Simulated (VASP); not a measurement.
CuO:

```xyz
4
Lattice="1.9910 -2.1536 0.0000 1.9910 2.1536 0.0000 0.0000 0.0000 5.1559" Properties=species:S:1:pos:R:3 pbc="T T T"
Cu    0.9955   -1.0768    0.0000
Cu    0.9955    1.0768    2.5780
O     1.9910    0.0000    1.2890
O     1.9910    0.0000    3.8669
```

```yaml
Program: VASP 6.6.1
Task: relaxation of cell and atoms
Functional: r2SCAN
Potentials_or_basis: VASP PAW PBE potentials, release 64 (Cu, O)
Cutoff: 600 eV
k_mesh: 9 × 9 × 5
Occupations: fermi-dirac, width 0.05 eV
Spin: no spin polarisation
Hubbard_terms: Cu d U = 5.3 eV
```

At the start: pressure -7.0 GPa; volume 11.05 Å³/atom.

Task: How do energy, volume and symmetry change on relaxing?

Result: Over 5 steps the energy falls by 12.4 meV/atom and the volume is 10.50 Å³/atom (-5.0 %); space group Cccm (No. 66, to 0.1 Å) before and after.

The path:
```
step  energy change (eV)  largest force (eV/Å)  pressure (GPa)  volume (Å³)
   1              0.0000                0.0000           -7.03        44.21
   2             -0.0320                0.0000            4.31        41.18
   3             -0.0459                0.0000           -0.06        42.22
   4             -0.0485                0.0000           -0.15        42.12
   5             -0.0498                0.0000           -0.12        41.99
```

Final structure:
```yaml
crystal:
  lattice:
    - [1.94990, -2.10281, 0.00000]
    - [1.94990, 2.10281, 0.00000]
    - [0.00000, 0.00000, 5.12042]
  atoms:
    - { symbol: Cu, position: [0.50000, 0.00000, 0.00000] }
    - { symbol: Cu, position: [0.00000, 0.50000, 0.50000] }
    - { symbol: O, position: [0.50000, 0.50000, 0.25000] }
    - { symbol: O, position: [0.50000, 0.50000, 0.75000] }
```

Caveat: the PAW data sets were made with another functional, which shifts forces and pressure a little; U without spin polarisation on a metal has little footing.
